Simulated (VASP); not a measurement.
# AlIn2 (P6/mmm) in VASP: notebook

AlIn2 is run at these levels: PBE; tasks: relaxation of cell and atoms.

Everything below comes from runs of VASP 6.6.1. Logs are shortened: lines on timing, memory, paths and dates and some standing lists are left out, and cuts for length are marked.

## Step 1: The cell of the first run

It takes space group P6/mmm (No. 191, hexagonal). Conventional cell: a = 4.524 Å, b = 4.524 Å, c = 4.476 Å, α = 90.00°, β = 90.00°, γ = 120.00°. Al (site symmetry 6/mmm) has 6 In at 2.61 Å within 3.4 Å. Within 3.4 Å of In (site symmetry -6m2) lie 3 Al at 2.61 Å and 3 In at 2.61 Å.

## Step 2: Relaxation of cell and atoms, PBE

INCAR

```
PREC = Accurate
ENCUT = 600
EDIFF = 1E-7
ISMEAR = 0
SIGMA = 0.1
LREAL = False
LASPH = True
NELM = 60
ALGO = Normal
ISIF = 3
LWAVE = False
LCHARG = False
GGA = PE
IBRION = 2
NSW = 90
EDIFFG = -0.04
```

KPOINTS

```
Automatic mesh
0
Gamma
  6 6 4
```

POSCAR

```
AlIn2
1.0
    4.5241170200      0.0000000000      0.0000000000
   -2.2620585100      3.9180002700      0.0000000000
    0.0000000000      0.0000000000      4.4758074200
Al In
1 2
Direct
    0.0000000000      0.0000000000      0.5000000000
    0.3333333300      0.6666666700      0.5000000000
    0.6666666700      0.3333333300      0.5000000000
```

Potentials or basis: VASP PAW PBE potentials, release 64 (Al, In_d).

Command:

```
> cat potpaw_PBE.64/Al/POTCAR potpaw_PBE.64/In_d/POTCAR > POTCAR
> mpirun -np 1 vasp_std > vasp.out
```

OUTCAR:

```text
PREC = Accurate
   ENCUT = 600
   EDIFF = 1E-7
   ISMEAR = 0
   LREAL = False
   LASPH = True
   NELM = 60
   ISIF = 3
   GGA = PE
   IBRION = 2
   NSW = 90
   EDIFFG = -0.04

 ion  position               nearest neighbor table
   1  0.000  0.000  0.500-   2 2.61   3 2.61   3 2.61   2 2.61   3 2.61   2 2.61
   2  0.333  0.667  0.500-   1 2.61   3 2.61   3 2.61   1 2.61   1 2.61   3 2.61
   3  0.667  0.333  0.500-   1 2.61   2 2.61   2 2.61   1 2.61   1 2.61   2 2.61

  LATTYP: Found a hexagonal cell.
 ALAT       =     4.5241170200
 C/A-ratio  =     0.9893217616

  Lattice vectors:

 A1 = (   4.5241170200,   0.0000000000,   0.0000000000)
 A2 = (  -2.2620585100,   3.9180002700,   0.0000000000)
 A3 = (   0.0000000000,   0.0000000000,   4.4758074200)

Analysis of symmetry for initial positions (statically):
=====================================================================
 Subroutine PRICEL returns:
 Original cell was already a primitive cell.

 Routine SETGRP: Setting up the symmetry group for a
 hexagonal supercell.

 Subroutine GETGRP returns: Found 24 space group operations
 (whereof 24 operations were pure point group operations)
 out of a pool of 24 trial point group operations.

The static configuration has the point symmetry D_6h.

Analysis of symmetry for dynamics (positions and initial velocities):
=====================================================================
 Subroutine PRICEL returns:
 Original cell was already a primitive cell.

 Routine SETGRP: Setting up the symmetry group for a
 hexagonal supercell.

 Subroutine GETGRP returns: Found 24 space group operations
 (whereof 24 operations were pure point group operations)
 out of a pool of 24 trial point group operations.

The dynamic configuration has the point symmetry D_6h.

 Subroutine INISYM returns: Found 24 space group operations
 (whereof 24 operations are pure point group operations),
 and found     1 'primitive' translations

----------------------------------------------------------------------------------------

                                     Primitive cell

  volume of cell :      79.3359

  direct lattice vectors                    reciprocal lattice vectors
     4.524117020  0.000000000  0.000000000     0.221037607  0.127616122  0.000000000
    -2.262058510  3.918000270  0.000000000     0.000000000  0.255232244  0.000000000
     0.000000000  0.000000000  4.475807420     0.000000000  0.000000000  0.223423375

  length of vectors
     4.524117020  4.524117021  4.475807420     0.255232244  0.255232244  0.223423375

  position of ions in fractional coordinates (direct lattice)
     0.000000000  0.000000000  0.500000000
     0.333333330  0.666666670  0.500000000
     0.666666670  0.333333330  0.500000000

  ion indices of the primitive-cell ions
   primitive index   ion index
                 1           1
                 2           2
                 3           3

----------------------------------------------------------------------------------------

 KPOINTS: Automatic mesh

Automatic generation of k-mesh.
 Grid dimensions read from file:
 generate k-points for:    6    6    4

 Generating k-lattice:

  Cartesian coordinates                     Fractional coordinates (reciprocal lattice)
     0.036839601  0.021269354  0.000000000     0.166666667  0.000000000  0.000000000
     0.000000000  0.042538707  0.000000000     0.000000000  0.166666667  0.000000000
     0.000000000  0.000000000  0.055855844     0.000000000  0.000000000  0.250000000

  Length of vectors
     0.042538707  0.042538707  0.055855844

  Shift w.r.t. Gamma in fractional coordinates (k-lattice)
     0.000000000  0.000000000  0.000000000

 Subroutine IBZKPT returns following result:
 ===========================================

 Found     21 irreducible k-points:

 Following reciprocal coordinates:
            Coordinates               Weight
  0.000000  0.000000  0.000000      1.000000
  0.166667  0.000000  0.000000      6.000000
  0.333333  0.000000  0.000000      6.000000
  0.500000  0.000000  0.000000      3.000000
  0.166667  0.166667  0.000000      6.000000
  0.333333  0.166667  0.000000     12.000000
[... 13 lines left out ...]
  0.333333  0.166667  0.500000     12.000000
  0.333333  0.333333  0.500000      2.000000
   k-points           NKPTS =     21   k-points in BZ     NKDIM =     21   number of bands    NBANDS=     18
   number of dos      NEDOS =    301   number of ions     NIONS =      3
   total plane-waves  NPLWV =  46656
   dimension x,y,z NGX =    36 NGY =   36 NGZ =   36
   dimension x,y,z NGXF=    72 NGYF=   72 NGZF=   72
   ions per type =               1   2
   NGX,Y,Z   is equivalent  to a cutoff of  13.23, 13.23, 13.37 a.u.
   NGXF,Y,Z  is equivalent  to a cutoff of  26.46, 26.46, 26.74 a.u.
 SYSTEM =  unknown system
   PREC   = accura    normal or accurate (medium, high low for compatibility)
   ISTART =      0    job   : 0-new  1-cont  2-samecut
   ICHARG =      2    charge: 1-file 2-atom 10-const
   ISPIN  =      1    spin polarized calculation?
   LNONCOLLINEAR =      F non collinear calculations
   LSORBIT =      F    spin-orbit coupling
   LASPH  =      T    aspherical Exc in radial PAW
   ENCUT  =  600.0 eV  44.10 Ry    6.64 a.u.   9.04  9.04  8.94*2*pi/ulx,y,z
   NELM   =     60;   NELMIN=  2; NELMDL= -5     # of ELM steps
   EDIFF  = 0.1E-06   stopping-criterion for ELM
   LREAL  =      F    real-space projection
   EDIFFG = -.4E-01   stopping-criterion for IOM
   NSW    =     90    number of steps for IOM
   IBRION =      2    ionic relax: 0-MD 1-quasi-New 2-CG
   NFREE  =      1    steps in history (QN), initial steepest desc. (CG)
   ISIF   =      3    stress and relaxation
   ISYM   =      2    0-nonsym 1-usesym 2-fastsym
   POTIM  = 0.5000    time-step for ionic-motion
   TEBEG  =    0.0;   TEEND  =   0.0 temperature during run
   PSTRESS=    0.0 pullay stress
   NELECT =      29.0000    total number of electrons
   NUPDOWN=      -1.0000    fix difference up-down
   EMIN   =  10.00;   EMAX   =-10.00  energy-range for DOS
   EFERMI =   0.00;   METHOD = LEGACY
   ISMEAR =     0;   SIGMA  =   0.10  broadening in eV -4-tet -1-fermi 0-gaus
   EFERMI_NEDOS =   21; number of points for ismear=-14 and -15
   IALGO  =     38    algorithm
   IMIX   =      4    mixing-type and parameters
     AMIX     =   0.40;   BMIX     =  1.00
     AMIX_MAG =   1.60;   BMIX_MAG =  1.00
  volume/ion in A,a.u.               =      26.45       178.46
  Fermi-wavevector in a.u.,A,eV,Ry     =   1.170535  2.211990 18.642041  1.370151
  Thomas-Fermi vector in A             =   2.306992
   LORBIT       =      0    0 simple, 1 ext, 2 COOP (PROOUT), +10 PAW based schemes
   GGA     = PE    functional components
   LHFCALC =     F    Hartree Fock is set to
   AEXX    =    0.0000 exact exchange contribution
   IVDW    =     0    specifies the selected vdW correction
   LEPSILON=     F    determine dielectric tensor
   LRPA    =     F    only Hartree local field effects (RPA)
 conjugate gradient relaxation of ions
 non-spin polarized calculation
 Gauss-broadening in eV      SIGMA  =   0.10
  energy-cutoff  :      600.00
  volume of cell :       79.34
 maximum number of plane-waves:      2676
   NGX = 19   NGY = 19   NGZ = 17

--------------------------------------- Ionic step        1  -------------------------------------------

 number of electron      29.0000002 magnetization

 Free energy of the ion-electron system (eV)
  ---------------------------------------------------
  ext. energy  EPLUGINS =         0.00000000
  ---------------------------------------------------
  free energy    TOTEN  =        -5.44317276 eV

  energy without entropy =       -5.44290979  energy(sigma->0) =       -5.44304127

------------------------ aborting loop because EDIFF is reached ----------------------------------------

  FORCE on cell =-STRESS in cart. coord.  units (eV):
  Direction    XX          YY          ZZ          XY          YZ          ZX
  --------------------------------------------------------------------------------------
  -------------------------------------------------------------------------------------
  Total       15.2929610     15.2929610     -1.0632247      0.0000000     -0.0000000      0.0000000
  in kB      308.8392435    308.8392436    -21.4716765      0.0000000     -0.0000000      0.0000000
  external PRESSURE =     198.7356035 kB  Pullay stress =       0.0000000 kB
[... 92 lines left out ...]
  FREE ENERGIE OF THE ION-ELECTRON SYSTEM (eV)
  ---------------------------------------------------
  free  energy   TOTEN  =        -7.2026074610 eV

  energy  without entropy=       -7.1874374687  energy(sigma->0) =       -7.19502246

 E-fermi :   4.7158     XC(G=0):  -8.8523

 val. band max:        4.6149313492   @ k =   0.0000   0.0000   0.2500
 cond. band min:       4.7880345837   @ k =   0.1667   0.1667   0.2500
 fundamental gap:      0.1731032346
 Fermi energy:         4.7157611251

 k-point     1 :       0.0000    0.0000    0.0000
  band No.  band energies     occupation
      1     -10.0417      2.00000
      2      -9.9018      2.00000
      3      -9.9018      2.00000
      4      -9.8672      2.00000
      5      -9.8672      2.00000
      6      -9.7749      2.00000
[... 10 lines left out ...]
     17       4.2154      2.00000
     18       6.7191      0.00000
[... 403 lines left out ...]
      2      -9.9526      2.00000
      3      -9.9526      2.00000
      4      -9.9353      2.00000
      5      -9.8321      2.00000
      6      -9.8321      2.00000
[... 10 lines left out ...]
     17       7.2612      0.00000
     18       7.2612      0.00000

 E-fermi :   6.9485     XC(G=0): -10.0151

 val. band max:        6.9406914555   @ k =   0.1667   0.1667   0.5000
 cond. band min:       6.9694838943   @ k =   0.1667   0.0000   0.0000
 fundamental gap:      0.0287924388
 Fermi energy:         6.9485414886

 k-point     1 :       0.0000    0.0000    0.0000
  band No.  band energies     occupation
      1      -8.1295      2.00000
      2      -7.9532      2.00000
      3      -7.6538      2.00000
      4      -7.6538      2.00000
      5      -7.5345      2.00000
      6      -7.5345      2.00000
[... 10 lines left out ...]
     17       5.6317      2.00000
     18      14.6499      0.00000
[... 403 lines left out ...]
      2      -7.7700      2.00000
      3      -7.7163      2.00000
      4      -7.7163      2.00000
      5      -7.5921      2.00000
      6      -7.5921      2.00000
[... 10 lines left out ...]
     17      10.8836      0.00000
     18      10.8836      0.00000

[... ionic steps 4 to 12 ...]

--------------------------------------- Ionic step       13  -------------------------------------------

 number of electron      28.9999980 magnetization

------------------------ aborting loop because EDIFF is reached ----------------------------------------

  FORCE on cell =-STRESS in cart. coord.  units (eV):
  Direction    XX          YY          ZZ          XY          YZ          ZX
  --------------------------------------------------------------------------------------
  -------------------------------------------------------------------------------------
  Total        0.0537565      0.0537565      0.2538161      0.0000000      0.0000000     -0.0000000
  in kB        1.1798119      1.1798119      5.5705845      0.0000000      0.0000000     -0.0000000
  external PRESSURE =       2.6434028 kB  Pullay stress =       0.0000000 kB
[... 59 lines left out ...]
  energy  without entropy=       -8.3676097440  energy(sigma->0) =       -8.37304992

--------------------------------------- Ionic step       15  -------------------------------------------

 number of electron      28.9999983 magnetization

 Free energy of the ion-electron system (eV)
  ---------------------------------------------------
  ext. energy  EPLUGINS =         0.00000000
  ---------------------------------------------------
  free energy    TOTEN  =        -8.37937704 eV

  energy without entropy =       -8.36890311  energy(sigma->0) =       -8.37414008

 E-fermi :   6.8059     XC(G=0):  -9.9602

 val. band max:        6.6849367043   @ k =   0.1667   0.1667   0.5000
 cond. band min:       6.8066236069   @ k =   0.1667   0.1667   0.5000
 fundamental gap:      0.1216869026
 Fermi energy:         6.8058626028

 k-point     1 :       0.0000    0.0000    0.0000
  band No.  band energies     occupation
      1      -8.2413      2.00000
      2      -8.0725      2.00000
      3      -7.7715      2.00000
      4      -7.7715      2.00000
      5      -7.6555      2.00000
      6      -7.6555      2.00000
[... 10 lines left out ...]
     17       5.5137      2.00000
     18      14.5245      0.00000
[... 448 lines left out ...]
  FREE ENERGIE OF THE ION-ELECTRON SYSTEM (eV)
  ---------------------------------------------------
  free  energy   TOTEN  =        -8.3793770438 eV

  energy  without entropy=       -8.3689031108  energy(sigma->0) =       -8.37414008

 reached required accuracy - stopping structural energy minimisation
```

Wall time 6 min (1 thread of Intel Xeon Platinum 8259CL at 2.50GHz (Skylake/Cascade Lake), shared host); peak memory 0.23 GiB.

What came out:

- Free energy: -8.3794 eV
- Relaxed volume: 24.48 Å³/atom
- Relaxed cell: a = 5.385 Å, b = 5.385 Å, c = 2.924 Å, α = 90.00°, β = 90.00°, γ = 120.00°
- Space group after relaxing (to 0.05 Å): P6/mmm (No. 191)
- Energy gained by relaxing: 978.7 meV/atom
- Ionic steps: 15
- Pressure after relaxing: 0.0 GPa

Step by step:
```csv
step,energy change (eV),largest force (eV/Å),pressure (GPa),volume (Å³)
1,0.0000,0.0000,19.87,79.34
2,-1.6108,0.0000,-3.28,121.05
3,-1.7594,0.0000,-0.44,103.78
4,-1.7716,0.0000,-1.31,107.59
5,-1.7717,0.0000,-1.20,106.99
6,-1.8618,0.0000,-1.48,103.56
7,-2.2024,0.0000,-1.91,93.14
8,-2.9283,0.0000,1.16,71.76
9,-2.7938,0.0000,-0.88,77.91
10,-2.9308,0.0000,0.29,73.21
11,-2.9343,0.0000,0.57,72.51
12,-2.9271,0.0000,-0.43,74.35
13,-2.9357,0.0000,0.26,73.00
14,-2.9353,0.0000,-0.29,74.06
15,-2.9362,0.0000,0.00,73.43
```

Final structure:
```
Al In
1.0
     5.38514    0.00000    0.00000
    -2.69257    4.66367    0.00000
     0.00000    0.00000    2.92379
Al In
1 2
Cartesian
  0.0000 0.0000 1.4619
  0.0000 3.1091 1.4619
  2.6926 1.5546 1.4619
```

Levels at points of the mesh, in eV from the Fermi level:
```tsv
k point	band 10	band 11	band 12	band 13	band 14	band 15	band 16	band 17	band 18
(0.00, 0.00, 0.00)	-14.24	-9.49	-3.16	-3.01	-1.58	-1.58	-1.29	-1.29	7.72
(0.50, 0.00, 0.00)	-14.23	-7.83	-7.46	-4.26	-3.44	2.72	2.85	3.67	4.17
(0.00, 0.00, 0.50)	-14.00	-5.47	-3.79	0.98	1.54	1.58	1.67	1.67	1.71
(0.50, 0.00, 0.50)	-14.07	-3.81	-3.75	-2.11	-1.90	-0.43	0.08	0.13	3.75
```

Caveat: spin-orbit coupling is left out, which moves the levels of the heavy elements.

## Step 3: Relaxation of cell and atoms, PBE

This run uses another cell than the first one, of 24.35 Å³/atom, 0.921 times its volume.

INCAR

```
  ALGO = Fast
  EDIFF = 1E-6
  EDIFFG = -0.04
  ENCUT = 600
  GGA = PE
  IBRION = 2
  ISIF = 3
  ISMEAR = 0
  LASPH = True
  LCHARG = False
  LREAL = False
  LWAVE = False
  NELM = 100
  NSW = 90
  PREC = Accurate
  SIGMA = 0.1
```

KPOINTS

```
k-points
0
Gamma
  6 6 6
```

POSCAR

```
AlIn2
1.0
    5.3741766926      0.0000000000      0.0000000000
   -2.6870883463      4.6541735402      0.0000000000
    0.0000000000      0.0000000000      2.9203004530
Al In
1 2
Direct
    0.0000000000      0.0000000000      0.5000000000
    0.3333333333      0.6666666667      0.5000000000
    0.6666666667      0.3333333333      0.5000000000
```

Potentials or basis: VASP PAW PBE potentials, release 64 (Al, In_d).

Command:

```
> cat potpaw_PBE.64/Al/POTCAR potpaw_PBE.64/In_d/POTCAR > POTCAR
> mpirun -np 1 vasp_std > vasp.out
```

Wall time 3.2 min (1 thread of Intel Xeon Platinum 8259CL at 2.50GHz (Skylake/Cascade Lake), shared host); peak memory 0.25 GiB.

Results (log left out):

| Quantity | Value |
| --- | --- |
| Free energy | -8.2399 eV |
| Relaxed volume | 25.15 Å³/atom |
| Relaxed cell | a = 5.330 Å, b = 5.330 Å, c = 3.067 Å, α = 90.00°, β = 90.00°, γ = 120.00° |
| Space group after relaxing (to 0.05 Å) | P6/mmm (No. 191) |
| Energy gained by relaxing | 13.0 meV/atom |
| Ionic steps | 6 |
| Pressure after relaxing | 0.2 GPa |

Stress tensor (GPa, compression positive):
```
0.25 0.00 0.00
0.00 0.25 0.00
0.00 0.00 0.07
```

Step by step:
```csv
step,energy change (eV),largest force (eV/Å),pressure (GPa),volume (Å³)
1,0.0000,0.0000,0.96,73.04
2,-0.0347,0.0000,0.65,74.56
3,-0.0377,0.0000,0.45,74.98
4,-0.0382,0.0000,0.10,75.80
5,-0.0390,0.0000,0.22,75.40
6,-0.0390,0.0000,0.19,75.45
```

Final structure:
```
Al In
1.0
     5.32959    0.00000    0.00000
    -2.66479    4.61556    0.00000
     0.00000    0.00000    3.06724
Al In
1 2
Direct
  0.00000 0.00000 0.50000
  0.33333 0.66667 0.50000
  0.66667 0.33333 0.50000
```

Levels at points of the mesh, in eV from the Fermi level:
```
           k point  band 12  band 13  band 14  band 15  band 16  band 17
(0.00, 0.00, 0.00)    -2.82    -2.64    -1.44    -1.44    -1.15    -1.15
(0.50, 0.00, 0.00)    -7.35    -3.98    -3.35     3.10     3.19     3.93
(0.00, 0.00, 0.50)    -3.82     1.16     1.16     1.22     1.26     1.27
(0.50, 0.00, 0.50)    -4.26    -2.09    -1.85    -0.85    -0.35     0.32
```

Caveat: spin-orbit coupling is left out, which moves the levels of the heavy elements.
